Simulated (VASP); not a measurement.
# TaSi2 (P6_222) in VASP: notebook, part 2 of 2

VASP 6.6.1. Earlier steps stand in the parts before.

**3. Single point, r2SCAN**

This run uses another cell than the first one, of 14.43 Å³/atom, 1.018 times its volume.

The input, POSCAR:

```
TaSi2
1.0
    4.7800000000      0.0000000000      0.0000000000
   -2.3900000000      4.1396014301      0.0000000000
    0.0000000000      0.0000000000      6.5640000000
Ta Si
3 6
Direct
    0.0000000000      0.5000000000      0.1666666667
    0.5000000000      0.5000000000      0.8333333333
    0.5000000000      0.0000000000      0.5000000000
    0.3333000000      0.1666500000      0.1666666667
    0.1666500000      0.8333500000      0.8333333333
    0.8333500000      0.6667000000      0.5000000000
    0.6667000000      0.8333500000      0.1666666667
    0.8333500000      0.1666500000      0.8333333333
    0.1666500000      0.3333000000      0.5000000000
```

The input, INCAR.step1:

```
SYSTEM = TaSi2
ALGO = Normal
EDIFF = 1E-4
ENCUT = 520
GGA = PE
ISMEAR = -1
LASPH = .TRUE.
LCHARG = .FALSE.
LREAL = .FALSE.
LWAVE = .TRUE.
NBANDS = 38
NELM = 60
PREC = Accurate
SIGMA = 0.05
```

The input, INCAR.step2:

```
SYSTEM = TaSi2
ALGO = Normal
EDIFF = 1E-6
ENCUT = 520
ISIF = 2
ISMEAR = -1
ISTART = 1
LASPH = .TRUE.
LCHARG = .FALSE.
LMIXTAU = .TRUE.
LREAL = .FALSE.
LWAVE = .FALSE.
METAGGA = R2SCAN
NBANDS = 38
NELM = 60
PREC = Accurate
SIGMA = 0.05
```

The input, KPOINTS:

```
k-points
0
G
  5 5 3
  0 0 0
```

Potentials or basis: VASP PAW PBE potentials, release 64 (Ta_pv, Si).

Started as:

```
cat potpaw_PBE.64/Ta_pv/POTCAR potpaw_PBE.64/Si/POTCAR > POTCAR
cp INCAR.step1 INCAR
mpirun -np 1 vasp_std > vasp.out
cp INCAR.step2 INCAR
mpirun -np 1 vasp_std > vasp.out
```

OUTCAR:

```text
SYSTEM = TaSi2
   EDIFF = 1E-6
   ENCUT = 520
   ISIF = 2
   ISMEAR = -1
   ISTART = 1
   LASPH = .TRUE.
   LREAL = .FALSE.
   METAGGA = R2SCAN
   NELM = 60
   PREC = Accurate

 ion  position               nearest neighbor table
   1  0.000  0.500  0.167-   6 2.59   9 2.59   8 2.59   5 2.59   4 2.76   7 2.76   4 2.76   7 2.76
                             7 2.76   4 2.76   3 3.24   3 3.24   2 3.24   2 3.24
   2  0.500  0.500  0.833-   6 2.59   9 2.59   7 2.59   4 2.59   5 2.76   8 2.76   5 2.76   8 2.76
                             8 2.76   5 2.76   3 3.24   3 3.24   1 3.24   1 3.24
   3  0.500  0.000  0.500-   4 2.59   7 2.59   5 2.59   8 2.59   9 2.76   6 2.76   9 2.76   6 2.76
                             9 2.76   6 2.76   2 3.24   1 3.24   2 3.24   1 3.24
   4  0.333  0.167  0.167-   9 2.59   5 2.59   3 2.59   2 2.59   7 2.76   1 2.76   1 2.76   1 2.76
                             7 2.76   7 2.76
   5  0.167  0.833  0.833-   6 2.59   4 2.59   3 2.59   1 2.59   8 2.76   2 2.76   2 2.76   2 2.76
                             8 2.76   8 2.76
   6  0.833  0.667  0.500-   5 2.59   7 2.59   1 2.59   2 2.59   9 2.76   3 2.76   3 2.76   3 2.76
                             9 2.76   9 2.76
   7  0.667  0.833  0.167-   6 2.59   8 2.59   3 2.59   2 2.59   4 2.76   1 2.76   1 2.76   1 2.76
                             4 2.76   4 2.76
[... 604 lines left out ...]
     37      12.9068      0.00000
     38      13.1619      0.00000

------------------------ aborting loop because EDIFF is reached ----------------------------------------

  FORCE on cell =-STRESS in cart. coord.  units (eV):
  Direction    XX          YY          ZZ          XY          YZ          ZX
  --------------------------------------------------------------------------------------
  -------------------------------------------------------------------------------------
  Total        0.0777171      0.0777171      1.1193347     -0.0000000      0.0000000      0.0000000
  in kB        0.9586771      0.9586771     13.8075154     -0.0000000      0.0000000      0.0000000
  external PRESSURE =       5.2416232 kB  Pullay stress =       0.0000000 kB

 VOLUME and BASIS-vectors are now :
 -----------------------------------------------------------------------------
  energy-cutoff  :      520.00
  volume of cell :      129.88
      direct lattice vectors                 reciprocal lattice vectors
     4.780000000  0.000000000  0.000000000     0.209205021  0.120784575  0.000000000
    -2.390000000  4.139601430  0.000000000     0.000000000  0.241569150  0.000000000
     0.000000000  0.000000000  6.564000000     0.000000000  0.000000000  0.152346130

 POSITION                                       TOTAL-FORCE (eV/Angst)
 -----------------------------------------------------------------------------------
     -1.19500      2.06980      1.09400         0.000000      0.000000     -0.000000
      1.19500      2.06980      5.47000         0.000000      0.000000     -0.000000
      2.39000      0.00000      3.28200         0.000000      0.000000     -0.000000
      1.19488      0.68986      1.09400        -0.736864     -0.425428     -0.000000
     -1.19512      3.44974      5.47000        -0.736864      0.425428      0.000000
      2.39000      2.75987      3.28200         0.000000      0.850857     -0.000000
      1.19512      3.44974      1.09400         0.736864      0.425428     -0.000000
      3.58512      0.68986      5.47000         0.736864     -0.425428      0.000000
     -0.00000      1.37973      3.28200        -0.000000     -0.850857     -0.000000
 -----------------------------------------------------------------------------------
    total drift:                                0.000000      0.000000      0.000000

  FREE ENERGIE OF THE ION-ELECTRON SYSTEM (eV)
  ---------------------------------------------------
  free  energy   TOTEN  =      -202.1952259234 eV

  energy  without entropy=     -202.1543098189  energy(sigma->0) =     -202.17476787
```

Run time: 3.1 min. Hardware: 1 thread of AMD EPYC 7R43 (Zen 3), shared host; peak memory 0.23 GiB.

What came out:

| Property | Result |
| --- | --- |
| Free energy | -202.1952 eV |
| Pressure | 0.5 GPa |
| Largest force | 0.851 eV/Å |

Forces on the atoms (eV/Å):
```
Ta   0.000  0.000  0.000
Ta   0.000  0.000  0.000
Ta   0.000  0.000  0.000
Si  -0.737 -0.425  0.000
Si  -0.737  0.425  0.000
Si   0.000  0.851  0.000
Si   0.737  0.425  0.000
Si   0.737 -0.425  0.000
Si   0.000 -0.851  0.000
```

Stress tensor (GPa, compression positive):
```
0.10 0.00 0.00
0.00 0.10 0.00
0.00 0.00 1.38
```

Levels at points of the mesh, in eV from the Fermi level:
```
           k point  band 25  band 26  band 27  band 28  band 29  band 30  band 31  band 32  band 33  band 34
(0.00, 0.00, 0.00)    -2.65    -2.46    -2.45    -2.45    -2.02     0.65     3.40     3.40     3.77     3.80
```

Caveat: the PAW data sets were made with another functional, which shifts forces and pressure a little; spin-orbit coupling is left out, which moves the levels of the heavy elements.

**4. Single point, PBEsol**

This run uses another cell than the first one, of 14.43 Å³/atom, 1.018 times its volume.

The input, INCAR:

```
SYSTEM = TaSi2
PREC = Accurate
ENCUT = 520
EDIFF = 1E-7
ISMEAR = -1
SIGMA = 0.05
LREAL = .False.
LASPH = .True.
NELM = 100
ALGO = Normal
ISIF = 2
LWAVE = .False.
LCHARG = .False.
GGA = PS
NBANDS = 38
```

The input, KPOINTS:

```
Automatic mesh
0
Gamma
  7 7 4
  0 0 0
```

POSCAR is that of step 3.

Started as:

```
cat potpaw_PBE.64/Ta_pv/POTCAR potpaw_PBE.64/Si/POTCAR > POTCAR
mpirun -np 1 vasp_std > vasp.out
```

Run time: 56 s. Hardware: 1 thread of Intel Xeon Platinum 8559C (Emerald Rapids), shared host; peak memory 0.29 GiB.

The run converged. Its results:

```yaml
Free_energy: -77.2274 eV
Pressure: -1.0 GPa
Largest_force: 0.751 eV/Å
```

Forces in eV/Å, atoms in the order of the input:
```
Ta   0.000  0.000  0.000
Ta   0.000  0.000  0.000
Ta   0.000  0.000  0.000
Si  -0.650 -0.375  0.000
Si  -0.650  0.375  0.000
Si   0.000  0.751  0.000
Si   0.650  0.375  0.000
Si   0.650 -0.375  0.000
Si   0.000 -0.751  0.000
```

Stress tensor (GPa, compression positive):
```
-1.92  0.00  0.00
 0.00 -1.92  0.00
 0.00  0.00  0.95
```

Levels at points of the mesh, in eV from the Fermi level:
```tsv
k point	band 25	band 26	band 27	band 28	band 29	band 30	band 31	band 32	band 33	band 34
(0.00, 0.00, 0.00)	-2.51	-2.27	-2.27	-2.22	-1.78	0.54	3.11	3.11	3.45	3.49
(0.00, 0.00, 0.50)	-2.37	-2.01	-2.01	-1.66	1.04	1.04	2.83	2.83	3.15	3.22
```

Caveat: the PAW data sets were made with another functional, which shifts forces and pressure a little; spin-orbit coupling is left out, which moves the levels of the heavy elements.

**5. Overview**

```tsv
level	cell	k mesh	gap on the mesh (eV)	pressure (GPa)	largest force (eV/Å)
PBE+D3(BJ)	a = 4.743, b = 4.743, c = 6.550 Å, angles 90.0, 90.0, 120.0°, 9 atoms	7 × 7 × 4	none	0.1	-
r2SCAN	a = 4.780, b = 4.780, c = 6.564 Å, angles 90.0, 90.0, 120.0°, 9 atoms	5 × 5 × 3	none	0.5	0.85
PBEsol	a = 4.780, b = 4.780, c = 6.564 Å, angles 90.0, 90.0, 120.0°, 9 atoms	7 × 7 × 4	none	-1.0	0.75
```

Alike in all rows: task single point; potentials or basis VASP PAW PBE potentials, release 64 (Ta_pv, Si); no spin polarisation; cutoff (eV) 520; smearing fermi-dirac 0.05 eV.

Caveats: spin-orbit coupling is left out, which moves the levels of the heavy elements; the PAW data sets were made with another functional, which shifts forces and pressure a little (some runs); pairwise dispersion overbinds metals, which lowers pressure and volume (some runs).

Total energies depend on the potentials used, so only differences within one code and one set of settings carry meaning.
